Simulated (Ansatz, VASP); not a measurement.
# One calculation of PbS, two programs

```
CELL_PARAMETERS angstrom
2.10732 -6.07014 0.00000
2.10732 6.07014 0.00000
0.00000 0.00000 4.33563
ATOMIC_POSITIONS crystal
Pb 0.86944 0.13056 0.75000
Pb 0.13056 0.86944 0.25000
S 0.64520 0.35480 0.75000
S 0.35480 0.64520 0.25000
```

Alike in both runs: task single point; functional LDA; k mesh 6 × 6 × 6; no spin polarisation.

|  | VASP | Ansatz |
| --- | --- | --- |
| version | VASP 6.6.1 | Ansatz 0.2.0 |
| potentials or method | VASP PAW LDA potentials, release 64 (Pb_d, S), cutoff 520 eV | plane waves, PAW |
| occupations | gaussian, width 0.01 eV | fixed |
| valence electrons in the cell | 40 | 40 |

Ansatz gave:

* pressure (GPa): -5.2
* traceless stress, the component that is largest in VASP (GPa): 0.48

Task: What did VASP give for the same quantities?

Result: Pressure (GPa): -5.2; traceless stress, the component that is largest in VASP (GPa): 0.46.

LDA's correlation is that of Perdew and Zunger in VASP and of Perdew and Wang (1992) in Ansatz.

Neither program's run includes spin-orbit coupling.
